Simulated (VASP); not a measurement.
# SbMo (P6_3/mmc) in VASP: notebook

The runs below take SbMo through relaxation of cell and atoms, relaxation of shape and atoms at fixed volume, with PBEsol.

Program: VASP 6.6.1. These are calculated values, not measurements. Logs are shortened: lines on timing, memory, paths and dates and some standing lists are left out, and cuts for length are marked.

**1. The cell of the first run**

The structure is hexagonal, space group P6_3/mmc (No. 194). The conventional cell has a = 4.069 Å, b = 4.069 Å, c = 5.672 Å, α = 90.00°, β = 90.00°, γ = 120.00°. Mo (site symmetry -3m) has 6 Sb at 2.74 Å and 2 Mo at 2.84 Å within 3.6 Å. Sb (site symmetry -6m2) has 6 Mo at 2.74 Å and 6 Sb at 3.68 Å within 3.7 Å.

**2. Relaxation of cell and atoms, PBEsol**

INCAR

```
SYSTEM = SbMo
PREC = Accurate
ENCUT = 600
EDIFF = 1E-6
ISMEAR = 0
SIGMA = 0.05
LREAL = .FALSE.
LASPH = .TRUE.
NELM = 80
ALGO = Normal
ISIF = 3
LWAVE = .FALSE.
LCHARG = .FALSE.
GGA = PS
IBRION = 2
NSW = 80
EDIFFG = -0.01
```

KPOINTS

```
regular mesh
0
G
  10 10 6
  0 0 0
```

POSCAR

```
SbMo
1.0
    4.0693871921      0.0000000000      0.0000000000
   -2.0346935960      3.5241926862      0.0000000000
    0.0000000000      0.0000000000      5.6717294824
Mo Sb
2 2
Direct
    0.0000000000      0.0000000000      0.0000000000
    0.0000000000      0.0000000000      0.5000000000
    0.3333333333      0.6666666667      0.2500000000
    0.6666666667      0.3333333333      0.7500000000
```

Potentials or basis: VASP PAW PBE potentials, release 64 (Mo_sv, Sb).

The run is started by

```sh
$ cat potpaw_PBE.64/Mo_sv/POTCAR potpaw_PBE.64/Sb/POTCAR > POTCAR
$ mpirun -np 1 vasp_std > vasp.out
```

OUTCAR:

```text
SYSTEM = SbMo
   PREC = Accurate
   ENCUT = 600
   EDIFF = 1E-6
   ISMEAR = 0
   LREAL = .FALSE.
   LASPH = .TRUE.
   NELM = 80
   ISIF = 3
   GGA = PS
   IBRION = 2
   NSW = 80
   EDIFFG = -0.01

 ion  position               nearest neighbor table
   1  0.000  0.000  0.000-   3 2.74   4 2.74   3 2.74   4 2.74   4 2.74   3 2.74   2 2.84   2 2.84

   2  0.000  0.000  0.500-   3 2.74   4 2.74   3 2.74   4 2.74   4 2.74   3 2.74   1 2.84   1 2.84

   3  0.333  0.667  0.250-   1 2.74   2 2.74   1 2.74   2 2.74   1 2.74   2 2.74   4 3.68   4 3.68
                             4 3.68   4 3.68   4 3.68   4 3.68
   4  0.667  0.333  0.750-   1 2.74   2 2.74   1 2.74   2 2.74   1 2.74   2 2.74   3 3.68   3 3.68
                             3 3.68   3 3.68   3 3.68   3 3.68

  LATTYP: Found a hexagonal cell.
 ALAT       =     4.0693871921
 C/A-ratio  =     1.3937551810

  Lattice vectors:

 A1 = (   4.0693871921,   0.0000000000,   0.0000000000)
 A2 = (  -2.0346935960,   3.5241926862,   0.0000000000)
 A3 = (   0.0000000000,   0.0000000000,   5.6717294824)

Analysis of symmetry for initial positions (statically):
=====================================================================
 Subroutine PRICEL returns:
 Original cell was already a primitive cell.

 Routine SETGRP: Setting up the symmetry group for a
 hexagonal supercell.

 Subroutine GETGRP returns: Found 24 space group operations
 (whereof 12 operations were pure point group operations)
 out of a pool of 24 trial point group operations.

The static configuration has the point symmetry D_3d.
 The point group associated with its full space group is D_6h.

Analysis of symmetry for dynamics (positions and initial velocities):
=====================================================================
 Subroutine PRICEL returns:
 Original cell was already a primitive cell.

 Routine SETGRP: Setting up the symmetry group for a
 hexagonal supercell.

 Subroutine GETGRP returns: Found 24 space group operations
 (whereof 12 operations were pure point group operations)
 out of a pool of 24 trial point group operations.

The dynamic configuration has the point symmetry D_3d.
 The point group associated with its full space group is D_6h.

 Subroutine INISYM returns: Found 24 space group operations
 (whereof 12 operations are pure point group operations),
 and found     1 'primitive' translations

----------------------------------------------------------------------------------------

                                     Primitive cell

  volume of cell :      81.3400

  direct lattice vectors                    reciprocal lattice vectors
     4.069387192  0.000000000  0.000000000     0.245737246  0.141876465  0.000000000
    -2.034693596  3.524192686  0.000000000     0.000000000  0.283752930  0.000000000
     0.000000000  0.000000000  5.671729482     0.000000000  0.000000000  0.176313063

  length of vectors
     4.069387192  4.069387192  5.671729482     0.283752930  0.283752930  0.176313063

  position of ions in fractional coordinates (direct lattice)
     0.000000000  0.000000000  0.000000000
     0.000000000  0.000000000  0.500000000
     0.333333333  0.666666667  0.250000000
     0.666666667  0.333333333  0.750000000

  ion indices of the primitive-cell ions
   primitive index   ion index
                 1           1
                 2           2
                 3           3
                 4           4

----------------------------------------------------------------------------------------

 KPOINTS: regular mesh

Automatic generation of k-mesh.
 Grid dimensions read from file:
 generate k-points for:   10   10    6

 Generating k-lattice:

  Cartesian coordinates                     Fractional coordinates (reciprocal lattice)
     0.024573725  0.014187646  0.000000000     0.100000000  0.000000000  0.000000000
     0.000000000  0.028375293  0.000000000     0.000000000  0.100000000  0.000000000
     0.000000000  0.000000000  0.029385511     0.000000000  0.000000000  0.166666667

  Length of vectors
     0.028375293  0.028375293  0.029385511

  Shift w.r.t. Gamma in fractional coordinates (k-lattice)
     0.000000000  0.000000000  0.000000000

 Subroutine IBZKPT returns following result:
 ===========================================

 Found     56 irreducible k-points:

 Following reciprocal coordinates:
            Coordinates               Weight
  0.000000  0.000000  0.000000      1.000000
  0.100000 -0.000000  0.000000      6.000000
  0.200000 -0.000000  0.000000      6.000000
  0.300000  0.000000  0.000000      6.000000
  0.400000  0.000000  0.000000      6.000000
  0.500000  0.000000  0.000000      3.000000
[... 16 lines left out ...]
  0.300000  0.100000  0.166667     24.000000
  0.400000  0.100000  0.166667     24.000000
 [... further k-points ...]
   k-points           NKPTS =     56   k-points in BZ     NKDIM =     56   number of bands    NBANDS=     23
   number of dos      NEDOS =    301   number of ions     NIONS =      4
   total plane-waves  NPLWV =  62208
   dimension x,y,z NGX =    36 NGY =   36 NGZ =   48
   dimension x,y,z NGXF=    72 NGYF=   72 NGZF=   96
   ions per type =               2   2
   NGX,Y,Z   is equivalent  to a cutoff of  14.71, 14.71, 14.07 a.u.
   NGXF,Y,Z  is equivalent  to a cutoff of  29.41, 29.41, 28.14 a.u.
 SYSTEM =  SbMo
   PREC   = accura    normal or accurate (medium, high low for compatibility)
   ISTART =      0    job   : 0-new  1-cont  2-samecut
   ICHARG =      2    charge: 1-file 2-atom 10-const
   ISPIN  =      1    spin polarized calculation?
   LNONCOLLINEAR =      F non collinear calculations
   LSORBIT =      F    spin-orbit coupling
   LASPH  =      T    aspherical Exc in radial PAW
   ENCUT  =  600.0 eV  44.10 Ry    6.64 a.u.   8.13  8.13 11.33*2*pi/ulx,y,z
   NELM   =     80;   NELMIN=  2; NELMDL= -5     # of ELM steps
   EDIFF  = 0.1E-05   stopping-criterion for ELM
   LREAL  =      F    real-space projection
   EDIFFG = -.1E-01   stopping-criterion for IOM
   NSW    =     80    number of steps for IOM
   IBRION =      2    ionic relax: 0-MD 1-quasi-New 2-CG
   NFREE  =      1    steps in history (QN), initial steepest desc. (CG)
   ISIF   =      3    stress and relaxation
   ISYM   =      2    0-nonsym 1-usesym 2-fastsym
   POTIM  = 0.5000    time-step for ionic-motion
   TEBEG  =    0.0;   TEEND  =   0.0 temperature during run
   PSTRESS=    0.0 pullay stress
   NELECT =      38.0000    total number of electrons
   NUPDOWN=      -1.0000    fix difference up-down
   EMIN   =  10.00;   EMAX   =-10.00  energy-range for DOS
   EFERMI =   0.00;   METHOD = LEGACY
   ISMEAR =     0;   SIGMA  =   0.05  broadening in eV -4-tet -1-fermi 0-gaus
   EFERMI_NEDOS =   21; number of points for ismear=-14 and -15
   IALGO  =     38    algorithm
   IMIX   =      4    mixing-type and parameters
     AMIX     =   0.40;   BMIX     =  1.00
     AMIX_MAG =   1.60;   BMIX_MAG =  1.00
  volume/ion in A,a.u.               =      20.34       137.23
  Fermi-wavevector in a.u.,A,eV,Ry     =   1.270285  2.400491 21.954701  1.613625
  Thomas-Fermi vector in A             =   2.403281
   LORBIT       =      0    0 simple, 1 ext, 2 COOP (PROOUT), +10 PAW based schemes
   GGA     = PS    functional components
   LHFCALC =     F    Hartree Fock is set to
   AEXX    =    0.0000 exact exchange contribution
   IVDW    =     0    specifies the selected vdW correction
   LEPSILON=     F    determine dielectric tensor
   LRPA    =     F    only Hartree local field effects (RPA)
 conjugate gradient relaxation of ions
 non-spin polarized calculation
 Gauss-broadening in eV      SIGMA  =   0.05
  energy-cutoff  :      600.00
  volume of cell :       81.34
 maximum number of plane-waves:      2738
 NGX is ok and might be reduce to    36
   NGX = 17   NGY = 17   NGZ = 23

--------------------------------------- Ionic step        1  -------------------------------------------

 number of electron      38.0000003 magnetization

 Free energy of the ion-electron system (eV)
  ---------------------------------------------------
  ext. energy  EPLUGINS =         0.00000000
  ---------------------------------------------------
  free energy    TOTEN  =       -31.25592151 eV

  energy without entropy =      -31.25229992  energy(sigma->0) =      -31.25411072

 E-fermi :  10.1242     XC(G=0): -11.6614

 val. band max:       10.1162420167   @ k =   0.3000   0.0000   0.3333
 cond. band min:      10.1315952197   @ k =   0.2000   0.1000   0.1667
 fundamental gap:      0.0153532030
 Fermi energy:        10.1241909744

 k-point     1 :       0.0000    0.0000    0.0000
  band No.  band energies     occupation
      1     -50.4938      2.00000
      2     -50.4181      2.00000
      3     -25.0261      2.00000
      4     -24.6506      2.00000
      5     -24.6506      2.00000
      6     -24.5680      2.00000
[... 613 lines left out ...]
     22      11.1229      0.00000
     23      11.5733      0.00000

 [... further k-points ...]

------------------------ aborting loop because EDIFF is reached ----------------------------------------

  FORCE on cell =-STRESS in cart. coord.  units (eV):
  Direction    XX          YY          ZZ          XY          YZ          ZX
  --------------------------------------------------------------------------------------
  -------------------------------------------------------------------------------------
  Total        2.3627425      2.3627425     -2.1113410      0.0000000      0.0000000      0.0000000
  in kB       46.5396173     46.5396173    -41.5876891      0.0000000      0.0000000      0.0000000
  external PRESSURE =      17.1638485 kB  Pullay stress =       0.0000000 kB
[... 213 lines left out ...]
  energy  without entropy=      -31.5287883665  energy(sigma->0) =      -31.53021455

--------------------------------------- Ionic step        7  -------------------------------------------

 number of electron      37.9999998 magnetization

 Free energy of the ion-electron system (eV)
  ---------------------------------------------------
  ext. energy  EPLUGINS =         0.00000000
  ---------------------------------------------------
  free energy    TOTEN  =       -31.53166497 eV

  energy without entropy =      -31.52882972  energy(sigma->0) =      -31.53024734

 E-fermi :   9.5738     XC(G=0): -11.5156

 val. band max:        9.5529239707   @ k =   0.5000   0.0000   0.5000
 cond. band min:       9.5750374550   @ k =   0.3000   0.1000   0.0000
 fundamental gap:      0.0221134844
 Fermi energy:         9.5737529096

 k-point     1 :       0.0000    0.0000    0.0000
  band No.  band energies     occupation
      1     -50.9661      2.00000
      2     -50.7735      2.00000
      3     -25.7898      2.00000
      4     -25.1119      2.00000
      5     -25.1119      2.00000
      6     -24.9329      2.00000
[... 613 lines left out ...]
     22      11.4305      0.00000
     23      11.7712      0.00000

 [... further k-points ...]

------------------------ aborting loop because EDIFF is reached ----------------------------------------

  FORCE on cell =-STRESS in cart. coord.  units (eV):
  Direction    XX          YY          ZZ          XY          YZ          ZX
  --------------------------------------------------------------------------------------
  -------------------------------------------------------------------------------------
  Total       -0.0212446     -0.0212446      0.0001918     -0.0000000      0.0000000      0.0000000
  in kB       -0.4076546     -0.4076546      0.0036797     -0.0000000      0.0000000      0.0000000
  external PRESSURE =      -0.2705432 kB  Pullay stress =       0.0000000 kB
[... 19 lines left out ...]
  FREE ENERGIE OF THE ION-ELECTRON SYSTEM (eV)
  ---------------------------------------------------
  free  energy   TOTEN  =       -31.5316649713 eV

  energy  without entropy=      -31.5288297163  energy(sigma->0) =      -31.53024734

 reached required accuracy - stopping structural energy minimisation
```

Wall time 3.8 min (1 thread of Intel Xeon 6975P-C (Granite Rapids), shared host); peak memory 0.33 GiB.

What came out:

```
Free energy                           : -31.5317 eV
Relaxed volume                        : 20.87 Å³/atom
Relaxed cell                          : a = 4.303 Å, b = 4.303 Å, c = 5.208 Å, α = 90.00°, β = 90.00°, γ = 120.00°
Space group after relaxing (to 0.1 Å) : P6_3/mmc (No. 194)
Energy gained by relaxing             : 68.9 meV/atom
Ionic steps                           : 7
Pressure after relaxing               : 0.0 GPa
Band gap on the k mesh                : zero (bands 19 and 20 overlap by 1.55 eV)
```

The path:
| step | energy change (eV) | largest force (eV/Å) | pressure (GPa) | volume (Å³) |
| --- | --- | --- | --- | --- |
| 1 | 0.0000 | 0.0000 | 1.72 | 81.34 |
| 2 | -0.1496 | 0.0000 | -2.10 | 83.85 |
| 3 | -0.1984 | 0.0000 | -4.26 | 85.55 |
| 4 | -0.2700 | 0.0000 | -1.28 | 84.07 |
| 5 | -0.2757 | 0.0000 | -0.16 | 83.57 |
| 6 | -0.2757 | 0.0000 | -0.08 | 83.53 |
| 7 | -0.2757 | 0.0000 | -0.03 | 83.50 |

Final structure:
```
Mo Sb
1.0
     4.30272    0.00000    0.00000
    -2.15136    3.72627    0.00000
     0.00000    0.00000    5.20773
Mo Sb
2 2
Cartesian
  4.3027 0.0000 0.0000
  4.3027 0.0000 2.6039
  0.0000 2.4842 1.3019
  2.1514 1.2421 3.9058
```

Levels at points of the mesh, in eV from the Fermi level:
```
           k point  band 15  band 16  band 17  band 18  band 19  band 20  band 21  band 22  band 23
(0.00, 0.00, 0.00)    -2.11    -2.11    -0.32    -0.32     0.75     0.75     2.43     2.43     2.92
(0.50, 0.00, 0.00)    -2.17    -2.06    -1.59    -1.08    -0.69     0.48     1.04     2.14     2.20
(0.00, 0.00, 0.50)    -1.77    -1.77    -0.71    -0.71    -0.71    -0.71     0.74     0.74     4.55
(0.50, 0.00, 0.50)    -1.53    -1.53    -0.23    -0.23    -0.02    -0.02     0.04     0.04     2.51
```

Caveat: the PAW data sets were made with another functional, which shifts forces and pressure a little; spin-orbit coupling is left out, which moves the levels of the heavy elements.

**3. Relaxation of shape and atoms at fixed volume, PBEsol (20.43 Å³/atom)**

This run uses another cell than the first one, of 20.43 Å³/atom.

INCAR

```
SYSTEM = SbMo
ALGO = Normal
EDIFF = 1E-6
EDIFFG = -0.01
ENCUT = 600
GGA = PS
IBRION = 2
ISIF = 4
ISMEAR = 0
LASPH = .TRUE.
LCHARG = .FALSE.
LREAL = .FALSE.
LWAVE = .FALSE.
NELM = 100
NSW = 60
PREC = Accurate
SIGMA = 0.05
```

KPOINTS

```
k-points
0
G
  10 10 6
  0 0 0
```

POSCAR

```
SbMo
1.0
    4.2719209980      0.0000000000      0.0000000000
   -2.1359604990      3.6995921072      0.0000000000
    0.0000000000      0.0000000000      5.1699414816
Mo Sb
2 2
Direct
    0.0000000000      0.0000000000      0.0000000000
    0.0000000000      0.0000000000      0.5000000000
    0.3333333333      0.6666666667      0.2500000000
    0.6666666667      0.3333333333      0.7500000000
```

Potentials or basis: VASP PAW PBE potentials, release 64 (Mo_sv, Sb).

The run is started by

```sh
$ cat potpaw_PBE.64/Mo_sv/POTCAR potpaw_PBE.64/Sb/POTCAR > POTCAR
$ mpirun -np 1 vasp_std > vasp.out
```

Wall time 85 s (1 thread of Intel Xeon 6975P-C (Granite Rapids), shared host); peak memory 0.31 GiB.

The run converged. Its results:

```
Free energy               : -31.5151 eV
Energy gained by relaxing : 0.2 meV/atom
Ionic steps               : 3
Pressure after relaxing   : 3.2 GPa
Band gap on the k mesh    : zero (bands 19 and 20 overlap by 1.61 eV)
```

The path:
```tsv
step	energy change (eV)	largest force (eV/Å)	pressure (GPa)	volume (Å³)
1	0.0000	0.0000	3.34	81.71
2	-0.0008	0.0000	3.23	81.71
3	-0.0008	0.0000	3.20	81.71
```

Final structure:
```
CELL_PARAMETERS angstrom
4.26325 0.00000 0.00000
-2.13162 3.69208 0.00000
0.00000 0.00000 5.19100
ATOMIC_POSITIONS crystal
Mo 0.00000 0.00000 0.00000
Mo 0.00000 0.00000 0.50000
Sb 0.33333 0.66667 0.25000
Sb 0.66667 0.33333 0.75000
```

Levels at points of the mesh, in eV from the Fermi level:
| k point | band 16 | band 17 | band 18 | band 19 | band 20 | band 21 | band 22 | band 23 |
| --- | --- | --- | --- | --- | --- | --- | --- | --- |
| (0.00, 0.00, 0.00) | -2.17 | -0.36 | -0.36 | 0.80 | 0.80 | 2.44 | 2.44 | 2.84 |
| (0.50, 0.00, 0.00) | -2.13 | -1.64 | -1.08 | -0.71 | 0.47 | 1.06 | 2.19 | 2.29 |
| (0.00, 0.00, 0.50) | -1.82 | -0.74 | -0.74 | -0.74 | -0.74 | 0.80 | 0.80 | 4.67 |
| (0.50, 0.00, 0.50) | -1.58 | -0.25 | -0.25 | -0.03 | -0.03 | 0.03 | 0.03 | 2.56 |

Caveat: the PAW data sets were made with another functional, which shifts forces and pressure a little; spin-orbit coupling is left out, which moves the levels of the heavy elements.

**4. Relaxation of shape and atoms at fixed volume, PBEsol (21.26 Å³/atom)**

This run uses another cell than the first one, of 21.26 Å³/atom.

INCAR: that of step 3 with these lines changed.

```diff
@@ -13,3 +13,3 @@
 LWAVE = .FALSE.
-NELM = 100
+NELM = 80
 NSW = 60
```

KPOINTS is that of step 3.

POSCAR

```
SbMo
1.0
    4.3292690626      0.0000000000      0.0000000000
   -2.1646345313      3.7492569880      0.0000000000
    0.0000000000      0.0000000000      5.2393449509
Mo Sb
2 2
Direct
    0.0000000000      0.0000000000      0.0000000000
    0.0000000000      0.0000000000      0.5000000000
    0.3333333333      0.6666666667      0.2500000000
    0.6666666667      0.3333333333      0.7500000000
```

The run is started by

```sh
$ cat potpaw_PBE.64/Mo_sv/POTCAR potpaw_PBE.64/Sb/POTCAR > POTCAR
$ mpirun -np 1 vasp_std > vasp.out
```

It took 82 s on 1 thread of Intel Xeon 6975P-C (Granite Rapids), shared host; peak memory 0.3 GiB.

Results (log left out):

| Item | Value |
| --- | --- |
| Free energy | -31.5210 eV |
| Energy gained by relaxing | 0.1 meV/atom |
| Ionic steps | 3 |
| Pressure after relaxing | -2.5 GPa |
| Band gap on the k mesh | zero (bands 19 and 20 overlap by 1.51 eV) |

The path:
| step | energy change (eV) | largest force (eV/Å) | pressure (GPa) | volume (Å³) |
| --- | --- | --- | --- | --- |
| 1 | 0.0000 | 0.0000 | -2.64 | 85.04 |
| 2 | -0.0004 | 0.0000 | -2.56 | 85.04 |
| 3 | -0.0004 | 0.0000 | -2.53 | 85.04 |

Final structure:
```cif
data_structure
_symmetry_space_group_name_H-M 'P 1'
_symmetry_Int_Tables_number 1
_cell_length_a 4.3371
_cell_length_b 4.3371
_cell_length_c 5.2205
_cell_angle_alpha 90.000
_cell_angle_beta 90.000
_cell_angle_gamma 120.000
_cell_volume 85.04
loop_
_atom_site_label
_atom_site_type_symbol
_atom_site_fract_x
_atom_site_fract_y
_atom_site_fract_z
_atom_site_occupancy
Mo1 Mo 0.00000 0.00000 0.00000 1
Mo2 Mo 0.00000 0.00000 0.50000 1
Sb1 Sb 0.33333 0.66667 0.25000 1
Sb2 Sb 0.66667 0.33333 0.75000 1
```

Levels at points of the mesh, in eV from the Fermi level:
| k point | band 16 | band 17 | band 18 | band 19 | band 20 | band 21 | band 22 | band 23 |
| --- | --- | --- | --- | --- | --- | --- | --- | --- |
| (0.00, 0.00, 0.00) | -2.07 | -0.28 | -0.28 | 0.70 | 0.70 | 2.42 | 2.42 | 2.83 |
| (0.50, 0.00, 0.00) | -2.01 | -1.55 | -1.08 | -0.68 | 0.49 | 1.03 | 2.02 | 2.20 |
| (0.00, 0.00, 0.50) | -1.73 | -0.68 | -0.68 | -0.68 | -0.68 | 0.69 | 0.69 | 4.44 |
| (0.50, 0.00, 0.50) | -1.50 | -0.22 | -0.22 | -0.01 | -0.01 | 0.04 | 0.04 | 2.46 |

Caveat: the PAW data sets were made with another functional, which shifts forces and pressure a little; spin-orbit coupling is left out, which moves the levels of the heavy elements.

(Part 1 of 2 ends here.)

The gap in the log of VASP goes by the Fermi energy; the results here count the filled bands.